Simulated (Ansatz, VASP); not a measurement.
**One calculation of PbS, two programs**

The input POSCAR:

```
PbS
1.0
    0.0000000000      2.9705683269      2.9705683269
    2.9705683269      0.0000000000      2.9705683269
    2.9705683269      2.9705683269      0.0000000000
Pb S
1 1
Direct
    0.0000000000      0.0000000000      0.0000000000
    0.5000000000      0.5000000000      0.5000000000
```

INCAR.step1

```
SYSTEM = PbS
PREC = Accurate
ENCUT = 520
EDIFF = 1E-5
ISMEAR = 0
SIGMA = 0.01
LREAL = .False.
LASPH = .True.
NELM = 60
ALGO = Normal
ISIF = 2
LWAVE = .True.
NBANDS = 17
GGA = PE
```

File INCAR.step2:

```
SYSTEM = PbS
PREC = Accurate
ENCUT = 520
EDIFF = 1E-6
ISMEAR = 0
SIGMA = 0.01
LREAL = .False.
LASPH = .True.
NELM = 60
ALGO = Normal
ISIF = 2
LWAVE = .False.
LCHARG = .True.
METAGGA = R2SCAN
LHFCALC = .True.
AEXX = 0.5
LMIXTAU = .True.
PRECFOCK = Normal
LELF = .True.
LVHAR = .True.
NBANDS = 17
ISTART = 1
```

Contents of KPOINTS:

```
regular mesh
0
Gamma
  4 4 4
  0 0 0
```

Input for Ansatz:

```yaml
crystal:
  lattice:
    - [0.0, 2.9705683269, 2.9705683269]
    - [2.9705683269, 0.0, 2.9705683269]
    - [2.9705683269, 2.9705683269, 0.0]
  atoms:
    - { symbol: Pb, position: [0.0, 0.0, 0.0] }
    - { symbol: S, position: [0.5, 0.5, 0.5] }
kpoints:
  mp_grid: { grid: [4, 4, 4] }
hamiltonian:
  xc: r2scan50
scf:
  occupations: { method: fixed }
  n_extra_bands: 4
output:
  forces: true
  stress: true
  eigenvalues: true
```

Alike in both runs: task single point; functional r2SCAN50; k mesh 4 × 4 × 4; no spin polarisation.

|  | VASP | Ansatz |
| --- | --- | --- |
| version | VASP 6.6.1 | Ansatz 0.2.0 |
| potentials or method | VASP PAW PBE potentials, release 64 (Pb_d, S) | plane waves |
| plane-wave cutoff (eV) | 520 | 500 |
| occupations | gaussian, width 0.01 eV | fixed |
| valence electrons in the cell | 20 | 20 |

|  | VASP | Ansatz | Ansatz less VASP |
| --- | --- | --- | --- |
| gap on the k mesh at the Fermi level (eV) | 2.77 | 2.66 | -0.111 |
| pressure (GPa) | -0.2 | 0.3 | +0.45 |

VASP's potentials were made for PBE, not for r2SCAN50. Ansatz's warnings: stress exchange threshold loose, stress scf threshold loose.

The k mesh is coarse, so the values compare programs but aren't converged. Spin-orbit coupling is off throughout.
